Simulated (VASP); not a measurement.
Write the native input for VASP 6.6.1 that does the following.

| Quantity | Value |
| --- | --- |
| Task | single point |
| Functional | PBEsol |
| Potentials or basis | VASP PAW PBE potentials, release 64 (Sc_sv, Al) |
| Cutoff | 520 eV |
| k mesh | 6 × 6 × 6 |
| Occupations | gaussian, width 0.1 eV |
| Spin | no spin polarisation |
| Dipole correction | no |
| Further INCAR settings | ALGO = Normal; EDIFF = 1e-06; NBANDS = 26 |

The structure of ScAl2 lies in POSCAR:

```
ScAl2
1.0
    0.0000000000      3.7634963932      3.7634963932
    3.7634963932      0.0000000000      3.7634963932
    3.7634963932      3.7634963932      0.0000000000
Sc Al
2 4
Direct
    0.5000000000      0.5000000000      0.5000000000
    0.7500000000      0.7500000000      0.7500000000
    0.1250000000      0.1250000000      0.1250000000
    0.6250000000      0.1250000000      0.1250000000
    0.1250000000      0.6250000000      0.1250000000
    0.1250000000      0.1250000000      0.6250000000
```

One way to write it, as run:

INCAR

```
PREC = Accurate ; ENCUT = 520
EDIFF = 1E-6 ; ISMEAR = 0
SIGMA = 0.1 ; LREAL = F
LASPH = T ; NELM = 100
ALGO = Normal ; ISIF = 2
LWAVE = F ; LCHARG = F
GGA = PS ; NBANDS = 26
```

KPOINTS

```
regular mesh
0
Gamma
  6 6 6
```

Potentials or basis: VASP PAW PBE potentials, release 64 (Sc_sv, Al).

The run is started by

```sh
$ cat potpaw_PBE.64/Sc_sv/POTCAR potpaw_PBE.64/Al/POTCAR > POTCAR
$ mpirun -np 1 vasp_std > vasp.out
```

It gave:

```yaml
Pressure: 0.1 GPa
Band_gap_on_the_k_mesh: zero (band 17 reaches 7.20 eV, above the bottom of band 18 at 4.82 eV)
```

Caveat: the PAW data sets were made with another functional, which shifts forces and pressure a little.

Wall time 50 s on 1 thread of AMD EPYC 7R43 64-Core Processor (Zen 3), with other jobs on the host, peak memory 0.2 GiB.
